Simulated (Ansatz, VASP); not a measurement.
# SnO: VASP beside Ansatz

```
Sn O
1.0
     2.50000   -2.86000    0.00000
     2.50000    2.86000    0.00000
     0.00000    0.00000   10.89760
Sn O
4 4
Direct
  0.00001 0.99999 0.98788
  0.99999 0.00001 0.48788
  0.49987 0.50013 0.26912
  0.50013 0.49987 0.76912
  0.99999 0.49997 0.37850
  0.00001 0.50003 0.87850
  0.50003 0.00001 0.37850
  0.49997 0.99999 0.87850
```

Change from the starting cell: z stretched by -2 %, ions relaxed.

Alike in both runs: functional PBE; k mesh 8 × 8 × 3; occupations fermi-dirac, width 0.02 eV; no spin polarisation.

Ansatz relaxed the structure, and its values are those at the end. VASP's run is a single point on that final structure, the one shown.

```csv
,VASP,Ansatz
version,VASP 6.6.1,Ansatz 0.2.0
potentials or method,"VASP PAW PBE potentials, release 64 (Sn_d, O)","plane-wave PAW, scalar-relativistic"
plane-wave cutoff (eV),520,420
valence electrons in the cell,80,80
```

```tsv
	VASP	Ansatz	Ansatz less VASP
pressure (GPa)	2.5	2.3	-0.20
rms of the force components (eV/Å)	0.036	0.002	-0.0336
```

The functional is the same, so the differences come from potentials, cutoffs and numerics. Ansatz's warnings: stress scf threshold loose.
